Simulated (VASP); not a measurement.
A run of VASP 6.6.1:

INCAR

```
SYSTEM = Bi
ALGO = Normal
EDIFF = 1E-7
ENCUT = 520
GGA = RE
ISIF = 2
ISMEAR = -1
IVDW = 12
LASPH = .TRUE.
LCHARG = .FALSE.
LREAL = .FALSE.
LWAVE = .FALSE.
NBANDS = 22
NELM = 80
PREC = Accurate
SIGMA = 0.05
```

Contents of KPOINTS:

```
k-points
0
G
  4 4 4
  0 0 0
```

Contents of POSCAR:

```
Bi
1.0
    0.0000000000      3.5700000000      3.5700000000
    3.5700000000      0.0000000000      3.5700000000
    3.5700000000      3.5700000000      0.0000000000
Bi
2
Direct
    0.0000000000      0.0000000000      0.0000000000
    0.2500000000      0.2500000000      0.2500000000
```

Potentials or basis: VASP PAW PBE potentials, release 64 (Bi_d).

Command:

```bash
$ cat potpaw_PBE.64/Bi_d/POTCAR > POTCAR
$ mpirun -np 1 vasp_std > vasp.out
```

Hardware: 1 thread of Intel(R) Xeon(R) 6975P-C (Granite Rapids), on a shared host.

**Question.** How long does it take, and how much memory?

**Answer.** It took 13 s on 1 thread of Intel(R) Xeon(R) 6975P-C (Granite Rapids), on a shared host, peak memory 0.23 GiB. Counts: scf iterations 14, k points 8.
